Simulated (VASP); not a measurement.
The system is MgO (Periclase).

```xyz
2
Lattice="0.0000 2.2281 2.1022 2.1022 0.0000 2.1022 2.1022 2.2281 0.0000" Properties=species:S:1:pos:R:3 pbc="T T T"
Mg    0.0000    0.0000    0.0000
O     2.1022    2.2281    2.1022
```

This cell differs from its parent crystal: uniaxial y strain +6.0%.

Base run:

```yaml
Program: VASP 6.6.1
Functional: r2SCAN
Potentials_or_basis: VASP PAW PBE potentials, release 64 (Mg, O)
Cutoff: 520 eV
k_mesh: 10 × 10 × 10
Occupations: gaussian, width 0.01 eV
Spin: no spin polarisation
```

Its results: band gap on the k mesh 4.99 eV, direct; pressure -8.7 GPa.

Problem. The run is repeated on the same cell with these changes: functional from r2SCAN to HSE06; k mesh from 10 × 10 × 10 to 8 × 8 × 8. What comes out?

Solution. Band gap on the k mesh 5.78 eV, direct; pressure -8.3 GPa.

Several settings changed at once, so the effect can't be laid on one alone.

Caveats: the PAW data sets were made with another functional, which shifts forces and pressure a little.

